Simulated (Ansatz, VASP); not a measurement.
# Two plane-wave programs on ZrB

```
CELL_PARAMETERS angstrom
0.90910 2.85718 2.85718
2.85718 0.90910 2.85718
2.85718 2.85718 0.90910
ATOMIC_POSITIONS crystal
Zr 0.00000 0.00000 0.00000
B 0.50000 0.50000 0.50000
```

Alike in both runs: task single point; functional PBEsol; k mesh 20 × 20 × 20; occupations gaussian, width 0.15 eV; no spin polarisation.

```csv
,VASP,Ansatz
version,VASP 6.6.1,Ansatz 0.2.0
potentials or method,"VASP PAW PBE potentials, release 64 (Zr_sv, B), cutoff 520 eV","scalar-relativistic, plane waves, PAW"
valence electrons in the cell,15,15
```

|  | VASP | Ansatz | Ansatz less VASP |
| --- | --- | --- | --- |
| gap on the k mesh at the Fermi level (eV) | none | none | - |
| pressure (GPa) | 27.5 | 27.2 | -0.29 |
| traceless stress, the component that is largest in VASP (GPa) | -14.33 | -14.30 | +0.034 |

VASP's potentials were made for PBE, not for PBEsol. A gap of «none» marks a metal or a gap that the smearing closes.
